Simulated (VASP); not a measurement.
# MnSb: single point with PBE

Crystal: MnSb.

```
Sb Mn
1.0
     4.15774    0.00000    0.00000
    -2.07887    3.60071    0.00000
     0.00000    0.00000    5.76603
Sb Mn
2 2
Direct
  0.33330 0.66670 0.25000
  0.66660 0.33330 0.75000
  0.00000 0.00000 0.00000
  0.00000 0.00000 0.50000
```

```yaml
Program: VASP 6.6.1
Task: single point
Functional: PBE
Potentials_or_basis: VASP PAW PBE potentials, release 64 (Sb, Mn_pv)
Cutoff: 520 eV
k_mesh: 7 × 7 × 4
Occupations: fermi-dirac, width 0.1 eV
Spin: collinear spin, antiferromagnetic start
Starting_moments: "[0.0, 0.0, 4.5, -4.5] μB"
Dipole_correction: no
Further_INCAR_settings: ALGO = Normal; EDIFF = 1e-06; NBANDS = 30
```

```
Pressure                                              : -3.8 GPa
Band gap on the k mesh                                : zero (filled and empty bands overlap)
Net moment                                            : 0.00 μB per cell
Site moments                                          : Sb +0.00; Mn +3.33, -3.33 μB
Valence electrons inside the program's atomic spheres : Sb 2.44; Mn 11.52
```

Stress tensor (GPa, compression positive):
```
-3.85  0.00  0.00
 0.00 -3.85  0.00
 0.00  0.00 -3.60
```

Levels at points of the mesh, in eV from the Fermi level:
Spin up:
| k point | band 14 | band 15 | band 16 | band 17 | band 18 | band 19 | band 20 | band 21 | band 22 | band 23 |
| --- | --- | --- | --- | --- | --- | --- | --- | --- | --- | --- |
| (0.00, 0.00, 0.00) | -2.56 | -0.79 | -0.79 | 0.53 | 0.53 | 0.77 | 0.77 | 1.44 | 2.55 | 3.06 |
| (0.00, 0.00, 0.50) | -1.92 | -1.62 | -1.62 | -0.71 | 0.52 | 0.52 | 0.89 | 1.80 | 1.80 | 2.87 |
Spin down:
```
           k point  band 15  band 16  band 17  band 18  band 19  band 20  band 21  band 22
(0.00, 0.00, 0.00)    -0.79    -0.79     0.53     0.53     0.77     0.77     1.44     2.55
(0.00, 0.00, 0.50)    -1.62    -1.62    -0.71     0.52     0.52     0.89     1.80     1.80
```

Wall time 2.3 min on 1 thread of AMD EPYC 9R45 96-Core Processor (Zen 5) (shared host), peak memory 0.33 GiB.

Caveat: spin-orbit coupling is left out, which moves the levels of the heavy elements.
